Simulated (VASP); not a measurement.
BaTiO3 (Barioperovskite):

```xyz
5
Lattice="3.9855 0.0000 0.0000 0.0000 2.8369 2.8451 0.0000 -2.8369 2.8451" Properties=species:S:1:pos:R:3 pbc="T T T"
Ba    0.0000    0.0000    0.0000
Ti    1.9928    0.0000    2.9157
O     1.9928    1.3804    4.2594
O     1.9928   -1.3804    4.2594
O     0.0000    0.0000    2.7735
```

- Program: VASP 6.6.1
- Task: relaxation of cell and atoms
- Functional: PBEsol
- Potentials or basis: VASP PAW PBE potentials, release 64 (Ba_sv, Ti_sv, O)
- Cutoff: 600 eV
- k mesh: 7 × 7 × 7
- Occupations: fermi-dirac, width 0.05 eV
- Spin: no spin polarisation

At the start: pressure -2.3 GPa; volume 12.87 Å³/atom.

**Question.** How do energy, volume and symmetry change on relaxing?

**Answer.** Over 16 steps the energy falls by 6.1 meV/atom and the volume is 12.83 Å³/atom (-0.3 %); space group Amm2 (No. 38, to 0.05 Å).

The path:
```tsv
step	energy change (eV)	largest force (eV/Å)	pressure (GPa)	volume (Å³)
1	0.0000	0.2792	-2.29	64.34
2	-0.0073	0.1890	2.81	62.64
3	-0.0118	0.2066	0.81	63.28
4	-0.0195	0.1555	0.66	63.43
5	-0.0275	0.0865	0.37	63.83
6	-0.0276	0.0751	0.37	63.79
7	-0.0292	0.0995	-0.60	64.20
8	-0.0292	0.0952	-0.45	64.13
9	-0.0298	0.0369	0.42	63.92
10	-0.0300	0.0422	0.13	63.99
11	-0.0304	0.0236	0.09	64.06
12	-0.0304	0.0409	0.01	64.16
13	-0.0305	0.0261	-0.01	64.13
14	-0.0306	0.0149	0.03	64.15
15	-0.0306	0.0101	0.04	64.16
16	-0.0306	0.0087	0.04	64.17
```

Final structure:
```xyz
5
Lattice="3.9604 0.0000 0.0000 0.0000 2.8403 2.8521 0.0000 -2.8403 2.8521" Properties=species:S:1:pos:R:3 pbc="T T T"
Ba    0.0000    0.0000    0.0386
Ti    1.9802    0.0000    2.9710
O     1.9802    1.3909    4.2145
O     1.9802   -1.3909    4.2145
O     0.0000    0.0000    2.8044
```

Caveat: the PAW data sets were made with another functional, which shifts forces and pressure a little.
